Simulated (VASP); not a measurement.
Ti3Si, 4 atoms in the cell. Symmetry: Fm-3m, No. 225, cubic system. The conventional cell has a = 6.085 Å, b = 6.085 Å, c = 6.085 Å, α = 90.00°, β = 90.00°, γ = 90.00°. Within 3.5 Å of Ti (site symmetry -43m) lie 10 Ti at 2.63 to 3.04 Å and 4 Si at 2.63 Å. Ti (site symmetry m-3m) has 8 Ti at 2.63 Å and 6 Si at 3.04 Å within 3.5 Å. Within 3.5 Å of Si (site symmetry m-3m) lie 14 Ti at 2.63 to 3.04 Å. 

```yaml
Program: VASP 6.6.1
Task: single point
Functional: LDA
Potentials_or_basis: VASP PAW LDA potentials, release 64 (Ti_sv, Si)
Cutoff: 520 eV
k_mesh: 8 × 8 × 8
Occupations: fermi-dirac, width 0.1 eV
Spin: no spin polarisation
Dipole_correction: no
Further_INCAR_settings: ALGO = Normal; EDIFF = 1e-07; NBANDS = 28
```

Potentials or basis: VASP PAW LDA potentials, release 64 (Ti_sv, Si).

The run is started by

```console
$ cat potpaw_LDA.64/Ti_sv/POTCAR potpaw_LDA.64/Si/POTCAR > POTCAR
$ mpirun -np 1 vasp_std > vasp.out
```

Hardware: 1 thread of Intel Xeon 8259CL, on a shared host.

Question: Estimate the wall time of this run.

Answer: Run time: 56 s on 1 thread of Intel Xeon 8259CL, with other jobs on the host, peak memory 0.17 GiB. Counts: scf iterations 16, k points 29.
